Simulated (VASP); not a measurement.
# NaH in VASP: further runs, part 2 of 2

VASP 6.6.1.

**3. Single point, PBE (uniaxial z strain +4.0%)**

Contents of INCAR:

```
PREC = Accurate ; ENCUT = 520
EDIFF = 1E-7 ; ISMEAR = 0
SIGMA = 0.01 ; LREAL = F
LASPH = T ; NELM = 80
ALGO = Normal ; ISIF = 2
LWAVE = F ; LCHARG = T
GGA = PE ; LELF = T
LVHAR = T ; NBANDS = 11
```

Contents of KPOINTS:

```
Automatic mesh
0
Gamma
  6 6 6
```

Contents of POSCAR:

```
NaH
1.0
    0.0000000000      2.5969210561      2.7007978983
    2.5969210561      0.0000000000      2.7007978983
    2.5969210561      2.5969210561      0.0000000000
Na H
1 1
Direct
    0.0000000000      0.0000000000      0.0000000000
    0.2500000000      0.2500000000      0.2500000000
```

Potentials or basis: VASP PAW PBE potentials, release 64 (Na_pv, H).

Run with:

```console
> cat potpaw_PBE.64/Na_pv/POTCAR potpaw_PBE.64/H/POTCAR > POTCAR
> mpirun -np 1 vasp_std > vasp.out
```

OUTCAR:

```text
PREC = Accurate
   ENCUT = 520
   EDIFF = 1E-7
   ISMEAR = 0
   LREAL = F
   LASPH = T
   NELM = 80
   ISIF = 2
   GGA = PE

 ion  position               nearest neighbor table
   1  0.000  0.000  0.000-
   2  0.250  0.250  0.250-

  LATTYP: Found a body centered tetragonal cell.
 ALAT       =     3.6726009779
 C/A-ratio  =     1.4707821048

  Lattice vectors:

 A1 = (  -2.5969210561,   0.0000000000,   2.7007978983)
 A2 = (   2.5969210561,   0.0000000000,   2.7007978983)
 A3 = (   0.0000000000,   2.5969210561,  -2.7007978983)

Analysis of symmetry for initial positions (statically):
=====================================================================
 Subroutine PRICEL returns:
 Original cell was already a primitive cell.

 Routine SETGRP: Setting up the symmetry group for a
 body centered tetragonal supercell.

 Subroutine GETGRP returns: Found  8 space group operations
 (whereof  8 operations were pure point group operations)
 out of a pool of 16 trial point group operations.

The static configuration has the point symmetry D_2d.

Analysis of symmetry for dynamics (positions and initial velocities):
=====================================================================
 Subroutine PRICEL returns:
 Original cell was already a primitive cell.

 Routine SETGRP: Setting up the symmetry group for a
 body centered tetragonal supercell.

 Subroutine GETGRP returns: Found  8 space group operations
 (whereof  8 operations were pure point group operations)
 out of a pool of 16 trial point group operations.

The dynamic configuration has the point symmetry D_2d.

 Subroutine INISYM returns: Found  8 space group operations
 (whereof  8 operations are pure point group operations),
 and found     1 'primitive' translations

----------------------------------------------------------------------------------------

                                     Primitive cell
[... 116 lines left out ...]
   GGA     = PE    functional components
   LHFCALC =     F    Hartree Fock is set to
   AEXX    =    0.0000 exact exchange contribution
   IVDW    =     0    specifies the selected vdW correction
   LEPSILON=     F    determine dielectric tensor
   LRPA    =     F    only Hartree local field effects (RPA)
 non-spin polarized calculation
 Gauss-broadening in eV      SIGMA  =   0.01
  energy-cutoff  :      520.00
  volume of cell :       36.43
 maximum number of plane-waves:       994
   NGX = 13   NGY = 13   NGZ = 13

 number of electron       8.0000004 magnetization

 Free energy of the ion-electron system (eV)
  ---------------------------------------------------
  ext. energy  EPLUGINS =         0.00000000
  ---------------------------------------------------
  free energy    TOTEN  =        -4.98864583 eV

  energy without entropy =       -4.98864583  energy(sigma->0) =       -4.98864583

 E-fermi :  -1.9136     XC(G=0):  -6.7570

 val. band max:       -1.9683771314   @ k =  -0.3333   0.1667   0.5000
 cond. band min:       1.5903251409   @ k =   0.5000   0.0000   0.0000
 fundamental gap:      3.5587022723
 Fermi energy:        -1.9136263668

 k-point     1 :       0.0000    0.0000    0.0000
  band No.  band energies     occupation
      1     -24.0560      2.00000
      2     -24.0560      2.00000
      3     -24.0496      2.00000
      4      -4.7300      2.00000
      5       6.0228      0.00000
      6      11.0685      0.00000
      7      11.1470      0.00000
      8      11.1470      0.00000
      9      13.6407      0.00000
     10      13.6547      0.00000
     11      13.6547      0.00000
[... 309 lines left out ...]
 k-point    24 :       0.5000    0.0000    0.3333
  band No.  band energies     occupation
      1     -24.0915      2.00000
      2     -24.0731      2.00000
      3     -24.0628      2.00000
      4      -2.2361      2.00000
      5       3.1030      0.00000
      6       5.1195      0.00000
      7       7.7036      0.00000
      8       7.8782      0.00000
      9      11.9671      0.00000
     10      16.1317      0.00000
     11      17.6164      0.00000

 [... further k-points ...]

------------------------ aborting loop because EDIFF is reached ----------------------------------------

  FORCE on cell =-STRESS in cart. coord.  units (eV):
  Direction    XX          YY          ZZ          XY          YZ          ZX
  --------------------------------------------------------------------------------------
  -------------------------------------------------------------------------------------
  Total       -0.0823346     -0.0823346     -0.1456957      0.0000000      0.0000000      0.0000000
  in kB       -3.6212093     -3.6212093     -6.4079311      0.0000000      0.0000000      0.0000000
  external PRESSURE =      -4.5501166 kB  Pullay stress =       0.0000000 kB

 VOLUME and BASIS-vectors are now :
 -----------------------------------------------------------------------------
  energy-cutoff  :      520.00
  volume of cell :       36.43
      direct lattice vectors                 reciprocal lattice vectors
     0.000000000  2.596921056  2.700797898    -0.192535695  0.192535695  0.185130476
     2.596921056  0.000000000  2.700797898     0.192535695 -0.192535695  0.185130476
     2.596921056  2.596921056  0.000000000     0.192535695  0.192535695 -0.185130476

 POSITION                                       TOTAL-FORCE (eV/Angst)
 -----------------------------------------------------------------------------------
      0.00000      0.00000      0.00000        -0.000000     -0.000000     -0.000000
      1.29846      1.29846      1.35040         0.000000      0.000000      0.000000
 -----------------------------------------------------------------------------------
    total drift:                                0.000001      0.000001      0.000002

  FREE ENERGIE OF THE ION-ELECTRON SYSTEM (eV)
  ---------------------------------------------------
  free  energy   TOTEN  =        -4.9886458317 eV

  energy  without entropy=       -4.9886458317  energy(sigma->0) =       -4.98864583
```

stdout:

```text
POSCAR found type information on POSCAR NaH
 POSCAR found :  2 types and       2 ions
 scaLAPACK will be used
 LDA part: xc-table for (Slater+PW92), standard interpolation
 POSCAR, INCAR and KPOINTS ok, starting setup
 FFT: planning ... GRIDC
 FFT: planning ... GRID_SOFT
 FFT: planning ... GRID
 WAVECAR not read
 entering main loop
```

Wall time 11 s (1 thread of Intel Xeon Platinum 8375C at 2.90GHz (Ice Lake), shared host); peak memory 0.15 GiB.

Results:

```
Free energy            : -4.9886 eV
Pressure               : -0.5 GPa
Band gap on the k mesh : 3.56 eV, indirect (least direct gap 4.26 eV)
```

Stress tensor (GPa, compression positive):
```
-0.36  0.00  0.00
 0.00 -0.36  0.00
 0.00  0.00 -0.64
```

Caveat: the cell differs from its parent crystal (uniaxial z strain +4.0%).

**4. Single point, PBE (shear xy strain +3.0%)**

Contents of INCAR:

```
SYSTEM = NaH
PREC = Accurate ; ENCUT = 520
EDIFF = 1E-6 ; ISMEAR = 0
SIGMA = 0.01 ; LREAL = .False.
LASPH = .True. ; NELM = 60
ALGO = Normal ; ISIF = 2
LWAVE = .False. ; LCHARG = .False.
GGA = PE ; NBANDS = 11
```

Contents of KPOINTS:

```
regular mesh
0
Gamma
  6 6 6
  0 0 0
```

Contents of POSCAR:

```
NaH
1.0
    0.0389538158      2.5969210561      2.5969210561
    2.5969210561      0.0389538158      2.5969210561
    2.6358748719      2.6358748719      0.0000000000
Na H
1 1
Direct
    0.0029044342      0.0029044342     -0.0029044342
    0.2470955658      0.2470955658      0.2529044342
```

Run with:

```console
> cat potpaw_PBE.64/Na_pv/POTCAR potpaw_PBE.64/H/POTCAR > POTCAR
> mpirun -np 1 vasp_std > vasp.out
```

It took 16 s on 1 thread of Intel Xeon Platinum 8375C at 2.90GHz (Ice Lake), shared host; peak memory 0.15 GiB.

The run converged. Its results:

* Free energy: -4.9886 eV
* Pressure: 0.2 GPa
* Band gap on the k mesh: 3.56 eV, indirect (least direct gap 4.29 eV)

Stress tensor (GPa, compression positive):
```
 0.23 -0.40  0.00
-0.40  0.23  0.00
 0.00  0.00  0.21
```

Levels at points of the mesh, in eV from the valence-band top:
| k point | band 1 | band 2 | band 3 | band 4 | band 5 | band 6 | band 7 | band 8 | band 9 |
| --- | --- | --- | --- | --- | --- | --- | --- | --- | --- |
| (0.00, 0.00, 0.00) | -21.98 | -21.98 | -21.97 | -2.82 | 8.23 | 13.07 | 13.35 | 13.65 | 15.69 |
| (0.50, 0.00, 0.00) | -22.03 | -21.98 | -21.98 | -0.64 | 3.70 | 10.64 | 12.40 | 12.60 | 13.96 |
| (0.50, 0.50, 0.00) | -22.02 | -21.99 | -21.99 | -0.06 | 5.05 | 7.46 | 9.45 | 10.09 | 12.38 |
| (0.00, 0.00, 0.50) | -22.02 | -21.98 | -21.98 | -0.74 | 3.56 | 10.74 | 12.63 | 12.85 | 14.22 |
| (0.50, 0.00, 0.50) | -22.02 | -21.99 | -21.99 | -0.06 | 5.06 | 7.47 | 9.77 | 9.77 | 12.36 |

Caveat: the cell differs from its parent crystal (shear xy strain +3.0%). A k mesh can miss the band edges.

**5. Summary**

| cell | gap on the mesh (eV) | pressure (GPa) |
| --- | --- | --- |
| a = 3.661, b = 3.661, c = 3.709 Å, angles 59.6, 59.6, 60.9°, 2 atoms | 3.59 | 0.2 |
| a = 3.747, b = 3.747, c = 3.673 Å, angles 60.7, 60.7, 58.7°, 2 atoms | 3.56 | -0.5 |
| a = 3.673, b = 3.673, c = 3.728 Å, angles 59.5, 59.5, 59.0°, 2 atoms | 3.56 | 0.2 |

Alike in all rows: task single point; level PBE; potentials or basis VASP PAW PBE potentials, release 64 (Na_pv, H); no spin polarisation; k mesh 6 × 6 × 6; cutoff (eV) 520; smearing gaussian 0.01 eV.

Absolute energies hang on the potentials; compare differences alone.
